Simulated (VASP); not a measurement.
# S (P3_121) in VASP: a series of runs, part 2 of 2

VASP 6.6.1. The steps go on from the part before.

## (4) Single point, PBEsol

This run uses another cell than the first one, of 24.81 Å³/atom, 1.037 times its volume.

Contents of INCAR:

```
SYSTEM = S
ALGO = Normal
EDIFF = 1E-6
ENCUT = 520
GGA = PS
ISIF = 2
ISMEAR = 0
LASPH = .True.
LCHARG = .False.
LREAL = .False.
LWAVE = .False.
NBANDS = 16
NELM = 60
PREC = Accurate
SIGMA = 0.02
```

Contents of KPOINTS:

```
k-points
0
Gamma
  9 9 6
  0 0 0
```

Contents of POSCAR:

```
S
1.0
    4.4204598667      0.0000000000      0.0000000000
   -2.2102299334      3.8282305410      0.0000000000
    0.0000000000      0.0000000000      4.3990419443
S
3
Direct
    0.1916738599      0.0000000000      0.3333333333
    0.0000000000      0.1916738599      0.6666666667
    0.8083261401      0.8083261401      0.0000000000
```

Potentials or basis: VASP PAW PBE potentials, release 64 (S).

Started as:

```console
$ cat potpaw_PBE.64/S/POTCAR > POTCAR
$ mpirun -np 1 vasp_std > vasp.out
```

OUTCAR:

```text
SYSTEM = S
   EDIFF = 1E-6
   ENCUT = 520
   GGA = PS
   ISIF = 2
   ISMEAR = 0
   LASPH = .True.
   LREAL = .False.
   NELM = 60
   PREC = Accurate

 ion  position               nearest neighbor table
   1  0.192  0.000  0.333-   3 2.07   2 2.07
   2  0.000  0.192  0.667-   3 2.07   1 2.07
   3  0.808  0.808  0.000-   1 2.07   2 2.07

  LATTYP: Found a hexagonal cell.
 ALAT       =     4.4204598667
 C/A-ratio  =     0.9951548203

  Lattice vectors:

 A1 = (   4.4204598667,   0.0000000000,   0.0000000000)
 A2 = (  -2.2102299334,   3.8282305410,   0.0000000000)
 A3 = (   0.0000000000,   0.0000000000,   4.3990419443)

Analysis of symmetry for initial positions (statically):
=====================================================================
 Subroutine PRICEL returns:
 Original cell was already a primitive cell.

 Routine SETGRP: Setting up the symmetry group for a
 hexagonal supercell.

 Subroutine GETGRP returns: Found  6 space group operations
 (whereof  2 operations were pure point group operations)
 out of a pool of 24 trial point group operations.

The static configuration has the point symmetry C_2 .
 The point group associated with its full space group is D_3 .

Analysis of symmetry for dynamics (positions and initial velocities):
=====================================================================
 Subroutine PRICEL returns:
 Original cell was already a primitive cell.

 Routine SETGRP: Setting up the symmetry group for a
 hexagonal supercell.

 Subroutine GETGRP returns: Found  6 space group operations
 (whereof  2 operations were pure point group operations)
 out of a pool of 24 trial point group operations.

The dynamic configuration has the point symmetry C_2 .
 The point group associated with its full space group is D_3 .

[... 111 lines left out ...]
   NELECT =      18.0000    total number of electrons
   NUPDOWN=      -1.0000    fix difference up-down
   EMIN   =  10.00;   EMAX   =-10.00  energy-range for DOS
   EFERMI =   0.00;   METHOD = LEGACY
   ISMEAR =     0;   SIGMA  =   0.02  broadening in eV -4-tet -1-fermi 0-gaus
   EFERMI_NEDOS =   21; number of points for ismear=-14 and -15
   IALGO  =     38    algorithm
   IMIX   =      4    mixing-type and parameters
     AMIX     =   0.40;   BMIX     =  1.00
     AMIX_MAG =   1.60;   BMIX_MAG =  1.00
  volume/ion in A,a.u.               =      24.81       167.46
  Fermi-wavevector in a.u.,A,eV,Ry     =   1.019900  1.927332 14.152739  1.040197
  Thomas-Fermi vector in A             =   2.153440
   LORBIT       =      0    0 simple, 1 ext, 2 COOP (PROOUT), +10 PAW based schemes
   GGA     = PS    functional components
   LHFCALC =     F    Hartree Fock is set to
   AEXX    =    0.0000 exact exchange contribution
   IVDW    =     0    specifies the selected vdW correction
   LEPSILON=     F    determine dielectric tensor
   LRPA    =     F    only Hartree local field effects (RPA)
 non-spin polarized calculation
 Gauss-broadening in eV      SIGMA  =   0.02
  energy-cutoff  :      520.00
  volume of cell :       74.44
 maximum number of plane-waves:      2027
 NGX is ok and might be reduce to    36
   NGX = 17   NGY = 17   NGZ = 17

 number of electron      17.9999999 magnetization

 Free energy of the ion-electron system (eV)
  ---------------------------------------------------
  ext. energy  EPLUGINS =         0.00000000
  ---------------------------------------------------
  free energy    TOTEN  =       -13.07056954 eV

  energy without entropy =      -13.07056954  energy(sigma->0) =      -13.07056954

 E-fermi :   2.6072     XC(G=0):  -8.6207

 val. band max:        2.4794342932   @ k =   0.4444   0.1111   0.5000
 cond. band min:       4.4492538429   @ k =   0.0000   0.0000   0.5000
 fundamental gap:      1.9698195497
 Fermi energy:         2.6071626787

 k-point     1 :       0.0000    0.0000    0.0000
  band No.  band energies     occupation
      1     -14.1096      2.00000
      2      -8.9107      2.00000
      3      -8.9107      2.00000
      4      -2.0792      2.00000
      5      -2.0792      2.00000
      6      -1.4416      2.00000
[... 433 lines left out ...]
      3      -7.7845      2.00000
      4      -2.8802      2.00000
      5      -2.7209      2.00000
      6      -0.9743      2.00000
[... 8 lines left out ...]
     15      10.6576      0.00000
     16      11.5376      0.00000

 [... further k-points ...]
[... 5 lines left out ...]
  --------------------------------------------------------------------------------------
  -------------------------------------------------------------------------------------
  Total       -0.1281329     -0.1281329     -0.2783039      0.0000000     -0.0000000      0.0000000
  in kB       -2.7577036     -2.7577036     -5.9897155      0.0000000     -0.0000000      0.0000000
  external PRESSURE =      -3.8350409 kB  Pullay stress =       0.0000000 kB

 VOLUME and BASIS-vectors are now :
 -----------------------------------------------------------------------------
  energy-cutoff  :      520.00
  volume of cell :       74.44
      direct lattice vectors                 reciprocal lattice vectors
     4.420459867  0.000000000  0.000000000     0.226220807  0.130608644  0.000000000
    -2.210229933  3.828230541  0.000000000     0.000000000  0.261217288  0.000000000
     0.000000000  0.000000000  4.399041944     0.000000000  0.000000000  0.227322224

 POSITION                                       TOTAL-FORCE (eV/Angst)
 -----------------------------------------------------------------------------------
      0.84729      0.00000      1.46635        -0.094398      0.000000      0.000000
     -0.42364      0.73377      2.93269         0.047199     -0.081751     -0.000000
      1.78659      3.09446      0.00000         0.047199      0.081751      0.000000
 -----------------------------------------------------------------------------------
    total drift:                                0.000000     -0.000000     -0.000000

  FREE ENERGIE OF THE ION-ELECTRON SYSTEM (eV)
  ---------------------------------------------------
  free  energy   TOTEN  =       -13.0705695450 eV

  energy  without entropy=      -13.0705695450  energy(sigma->0) =      -13.07056954
```

OSZICAR:

```text
N       E                     dE             d eps       ncg     rms          rms(c)
DAV:   1     0.814826122364E+02    0.81483E+02   -0.74623E+03  1984   0.945E+02
DAV:   2    -0.776239752653E+01   -0.89245E+02   -0.84592E+02  2720   0.166E+02
DAV:   3    -0.131199737494E+02   -0.53576E+01   -0.53372E+01  2624   0.463E+01
DAV:   4    -0.131801551154E+02   -0.60181E-01   -0.60169E-01  2632   0.581E+00
DAV:   5    -0.131814946221E+02   -0.13395E-02   -0.13395E-02  2760   0.839E-01    0.185E+01
DAV:   6    -0.131020284254E+02    0.79466E-01   -0.36658E-02  2600   0.108E+00    0.112E+01
DAV:   7    -0.130707236152E+02    0.31305E-01   -0.71022E-02  2400   0.152E+00    0.236E-01
DAV:   8    -0.130704508341E+02    0.27278E-03   -0.43208E-03  2408   0.431E-01    0.677E-02
DAV:   9    -0.130705275582E+02   -0.76724E-04   -0.16416E-04  2896   0.831E-02    0.378E-02
DAV:  10    -0.130705606643E+02   -0.33106E-04   -0.21936E-05  2456   0.297E-02    0.195E-02
DAV:  11    -0.130705685695E+02   -0.79052E-05   -0.53882E-06  2760   0.139E-02    0.436E-03
DAV:  12    -0.130705695450E+02   -0.97550E-06   -0.93116E-07  2096   0.604E-03
   1 F= -.13070570E+02 E0= -.13070570E+02  d E =-.272742E-21
```

Run time: 44 s. Hardware: 1 thread of Intel Xeon Platinum 8559C (Emerald Rapids), shared host; peak memory 0.21 GiB.

Results:

- Free energy: -13.0706 eV
- Pressure: -0.4 GPa
- Largest force: 0.094 eV/Å
- Band gap on the k mesh: 1.97 eV, indirect (least direct gap 2.25 eV)

Forces on the atoms (eV/Å):
```
S   -0.094  0.000  0.000
S    0.047 -0.082  0.000
S    0.047  0.082  0.000
```

Caveat: the PAW data sets were made with another functional, which shifts forces and pressure a little.

## (5) Relaxation of cell and atoms, PBEsol

This run uses another cell than the first one, of 28.26 Å³/atom, 1.181 times its volume.

Contents of INCAR:

```
SYSTEM = S
PREC = Accurate ; ENCUT = 600
EDIFF = 1E-7 ; ISMEAR = 0
SIGMA = 0.1 ; LREAL = .False.
LASPH = .True. ; NELM = 100
ALGO = Normal ; ISIF = 3
LWAVE = .False. ; LCHARG = .False.
GGA = PS ; IBRION = 2
NSW = 90 ; EDIFFG = -0.04
```

Contents of KPOINTS:

```
Automatic mesh
0
Gamma
  6 6 4
  0 0 0
```

Contents of POSCAR:

```
S
1.0
    4.4186788847      0.0000000000      0.0000000000
   -2.2093394424      3.8266881653      0.0000000000
    0.0000000000      0.0000000000      5.0131391094
S
3
Direct
    0.2254000000      0.0000000000      0.3333333333
    0.0000000000      0.2254000000      0.6666666667
    0.7746000000      0.7746000000      0.0000000000
```

Potentials or basis: VASP PAW PBE potentials, release 64 (S).

Started as:

```console
$ cat potpaw_PBE.64/S/POTCAR > POTCAR
$ mpirun -np 1 vasp_std > vasp.out
```

OUTCAR:

```text
SYSTEM = S
   PREC = Accurate
   ENCUT = 600
   EDIFF = 1E-7
   ISMEAR = 0
   LREAL = .False.
   LASPH = .True.
   NELM = 100
   ISIF = 3
   GGA = PS
   IBRION = 2
   NSW = 90
   EDIFFG = -0.04

 ion  position               nearest neighbor table
   1  0.225  0.000  0.333-   3 2.40   2 2.40
   2  0.000  0.225  0.667-   3 2.40   1 2.40
   3  0.775  0.775  0.000-   1 2.40   2 2.40

  LATTYP: Found a hexagonal cell.
 ALAT       =     4.4186788847
 C/A-ratio  =     1.1345334749

  Lattice vectors:

 A1 = (   4.4186788847,   0.0000000000,   0.0000000000)
 A2 = (  -2.2093394424,   3.8266881653,   0.0000000000)
 A3 = (   0.0000000000,   0.0000000000,   5.0131391094)

Analysis of symmetry for initial positions (statically):
=====================================================================
 Subroutine PRICEL returns:
 Original cell was already a primitive cell.

 Routine SETGRP: Setting up the symmetry group for a
 hexagonal supercell.

 Subroutine GETGRP returns: Found  6 space group operations
 (whereof  2 operations were pure point group operations)
 out of a pool of 24 trial point group operations.

The static configuration has the point symmetry C_2 .
 The point group associated with its full space group is D_3 .

Analysis of symmetry for dynamics (positions and initial velocities):
=====================================================================
 Subroutine PRICEL returns:
 Original cell was already a primitive cell.

 Routine SETGRP: Setting up the symmetry group for a
 hexagonal supercell.

 Subroutine GETGRP returns: Found  6 space group operations
 (whereof  2 operations were pure point group operations)
 out of a pool of 24 trial point group operations.

The dynamic configuration has the point symmetry C_2 .
 The point group associated with its full space group is D_3 .

 Subroutine INISYM returns: Found  6 space group operations
 (whereof  2 operations are pure point group operations),
 and found     1 'primitive' translations

[... 145 lines left out ...]
  energy without entropy =      -11.53768707  energy(sigma->0) =      -11.53768707

------------------------ aborting loop because EDIFF is reached ----------------------------------------

  FORCE on cell =-STRESS in cart. coord.  units (eV):
  Direction    XX          YY          ZZ          XY          YZ          ZX
  --------------------------------------------------------------------------------------
  -------------------------------------------------------------------------------------
  Total       -5.4430701     -5.4430701     -9.1539826      0.0000000     -0.0000000      0.0000000
  in kB     -102.8795925   -102.8795925   -173.0196363      0.0000000     -0.0000000      0.0000000
  external PRESSURE =    -126.2596071 kB  Pullay stress =       0.0000000 kB
[... 24 lines left out ...]
--------------------------------------- Ionic step        2  -------------------------------------------

 number of electron      18.0000000 magnetization

 E-fermi :   5.5082     XC(G=0):  -9.6301

 val. band max:        5.0591254582   @ k =   0.5000   0.0000   0.5000
 cond. band min:       6.4765920194   @ k =   0.0000   0.0000   0.5000
 fundamental gap:      1.4174665612
 Fermi energy:         5.5081644723

 k-point     1 :       0.0000    0.0000    0.0000
  band No.  band energies     occupation
      1     -13.2857      2.00000
      2      -7.3248      2.00000
      3      -7.3248      2.00000
      4      -0.0897      2.00000
      5      -0.0897      2.00000
      6       0.0289      2.00000
      7       1.6203      2.00000
      8       1.6203      2.00000
      9       4.2954      2.00000
     10       7.8377      0.00000
     11       8.1230      0.00000
     12       8.1230      0.00000
     13      11.1677      0.00000
[... 433 lines left out ...]
  FREE ENERGIE OF THE ION-ELECTRON SYSTEM (eV)
  ---------------------------------------------------
  free  energy   TOTEN  =       -13.0387582242 eV

  energy  without entropy=      -13.0387582242  energy(sigma->0) =      -13.03875822

[... ionic steps 4 to 12 ...]

--------------------------------------- Ionic step       13  -------------------------------------------

 number of electron      17.9999998 magnetization

------------------------ aborting loop because EDIFF is reached ----------------------------------------
[... 69 lines left out ...]
--------------------------------------- Ionic step       15  -------------------------------------------

 number of electron      17.9999999 magnetization

 Free energy of the ion-electron system (eV)
  ---------------------------------------------------
  ext. energy  EPLUGINS =         0.00000000
  ---------------------------------------------------
  free energy    TOTEN  =       -13.06870284 eV

  energy without entropy =      -13.06870284  energy(sigma->0) =      -13.06870284

 E-fermi :   2.9428     XC(G=0):  -8.6067

 val. band max:        2.5117423294   @ k =   0.5000   0.0000   0.5000
 cond. band min:       4.4689754474   @ k =   0.0000   0.0000   0.5000
 fundamental gap:      1.9572331180
 Fermi energy:         2.9428184126

 k-point     1 :       0.0000    0.0000    0.0000
  band No.  band energies     occupation
      1     -14.1641      2.00000
      2      -8.9311      2.00000
      3      -8.9311      2.00000
      4      -2.1157      2.00000
      5      -2.1157      2.00000
      6      -1.4600      2.00000
      7      -0.1297      2.00000
      8      -0.1297      2.00000
      9       2.0981      2.00000
     10       5.5846      0.00000
     11       5.6432      0.00000
     12       5.6432      0.00000
     13       8.6465      0.00000
[... 396 lines left out ...]
  FREE ENERGIE OF THE ION-ELECTRON SYSTEM (eV)
  ---------------------------------------------------
  free  energy   TOTEN  =       -13.0687028378 eV

  energy  without entropy=      -13.0687028378  energy(sigma->0) =      -13.06870284

 reached required accuracy - stopping structural energy minimisation
```

OSZICAR:

```text
N       E                     dE             d eps       ncg     rms          rms(c)
DAV:   1     0.936255045219E+02    0.93626E+02   -0.80317E+03   624   0.128E+03
DAV:   2    -0.431053907764E+01   -0.97936E+02   -0.94738E+02   852   0.190E+02
DAV:   3    -0.115821195204E+02   -0.72716E+01   -0.72150E+01   729   0.591E+01
[... 145 lines left out ...]
DAV:   3    -0.130687208740E+02    0.12273E-03   -0.24736E-04   729   0.123E-01    0.464E-02
DAV:   4    -0.130687009372E+02    0.19937E-04   -0.13012E-04   784   0.754E-02    0.211E-02
DAV:   5    -0.130687030978E+02   -0.21606E-05   -0.19312E-05   694   0.328E-02    0.189E-02
DAV:   6    -0.130687028873E+02    0.21049E-06   -0.19161E-06   789   0.107E-02    0.542E-03
DAV:   7    -0.130687028378E+02    0.49509E-07   -0.46611E-07   699   0.466E-03
  15 F= -.13068703E+02 E0= -.13068703E+02  d E =-.301077E-03
```

CONTCAR:

```text
S
   1.00000000000000
     4.4300583826285660    0.0000000000006171   -0.0000000000000000
    -2.2150291913638775    3.8365430995884440    0.0000000000000000
    -0.0000000000000000   -0.0000000000000000    4.3858162493630442
  S
     3
Direct
     0.1908726675494847    0.9999999999999856    0.3333333332999970
     0.9999999999999887    0.1908726675494910    0.6666666667000030
     0.8091273324505266    0.8091273324505234    0.0000000000000000

  0.00000000E+00  0.00000000E+00  0.00000000E+00
  0.00000000E+00  0.00000000E+00  0.00000000E+00
  0.00000000E+00  0.00000000E+00  0.00000000E+00
```

Wall time 3.5 min (1 thread of Intel Xeon Platinum 8559C (Emerald Rapids), shared host); peak memory 0.22 GiB.

What came out:

- Free energy: -13.0687 eV
- Relaxed volume: 24.85 Å³/atom
- Relaxed cell: a = 4.430 Å, b = 4.430 Å, c = 4.386 Å, α = 90.00°, β = 90.00°, γ = 120.00°
- Space group after relaxing (to 0.05 Å): P3_121 (No. 152)
- Energy gained by relaxing: 510.3 meV/atom
- Ionic steps: 15
- Pressure after relaxing: 0.0 GPa
- Band gap on the k mesh: 1.96 eV, indirect (least direct gap 2.29 eV)

Forces in eV/Å, atoms in the order of the input:
```
S    0.003  0.000  0.000
S   -0.001  0.002  0.000
S   -0.001 -0.002  0.000
```

The path:
| step | energy change (eV) | largest force (eV/Å) | pressure (GPa) | volume (Å³) |
| --- | --- | --- | --- | --- |
| 1 | 0.0000 | 2.6580 | -12.63 | 84.77 |
| 2 | -1.1937 | 2.1850 | 12.17 | 60.19 |
| 3 | -1.5011 | 0.1752 | -0.27 | 66.27 |
| 4 | -1.5023 | 0.0747 | 0.25 | 65.93 |
| 5 | -1.5016 | 0.0304 | 0.79 | 65.58 |
| 6 | -1.5058 | 0.1645 | -0.10 | 66.57 |
| 7 | -1.5059 | 0.2056 | -0.28 | 66.78 |
| 8 | -1.5090 | 0.1979 | -0.22 | 67.10 |
| 9 | -1.5163 | 0.1703 | -0.01 | 68.07 |
| 10 | -1.5223 | 0.0958 | 0.51 | 70.00 |
| 11 | -1.5267 | 0.0917 | 0.25 | 71.36 |
| 12 | -1.5306 | 0.0714 | -0.18 | 74.14 |
| 13 | -1.5307 | 0.0685 | -0.23 | 74.50 |
| 14 | -1.5300 | 0.1336 | 0.44 | 74.62 |
| 15 | -1.5310 | 0.0029 | 0.01 | 74.54 |

Final structure:
```
CELL_PARAMETERS angstrom
4.43006 0.00000 0.00000
-2.21503 3.83654 0.00000
0.00000 0.00000 4.38582
ATOMIC_POSITIONS crystal
S 0.19087 0.00000 0.33333
S 0.00000 0.19087 0.66667
S 0.80913 0.80913 0.00000
```

Caveat: the PAW data sets were made with another functional, which shifts forces and pressure a little.

## (6) The runs side by side

```tsv
task	cell	k mesh	cutoff (eV)	smearing	gap on the mesh (eV)	pressure (GPa)	largest force (eV/Å)
single point	a = 4.337, b = 4.337, c = 4.408 Å, angles 90.0, 90.0, 120.0°, 3 atoms	6 × 6 × 4	520	gaussian 0.1 eV	1.80	-0.3	0.10
single point	a = 4.419, b = 4.419, c = 5.013 Å, angles 90.0, 90.0, 120.0°, 3 atoms	6 × 6 × 4	520	gaussian 0.1 eV	0.94	-12.7	2.66
single point	a = 4.420, b = 4.420, c = 4.399 Å, angles 90.0, 90.0, 120.0°, 3 atoms	9 × 9 × 6	520	gaussian 0.02 eV	1.97	-0.4	0.09
relaxation of cell and atoms	relaxed from a = 4.419, b = 4.419, c = 5.013 Å, angles 90.0, 90.0, 120.0°, 3 atoms	6 × 6 × 4	600	gaussian 0.1 eV	1.96	0.0	-
```

Alike in all rows: level PBEsol; potentials or basis VASP PAW PBE potentials, release 64 (S); no spin polarisation.

Caveats: the PAW data sets were made with another functional, which shifts forces and pressure a little.

Total energies depend on the potentials used, so only differences within one code and one set of settings carry meaning.
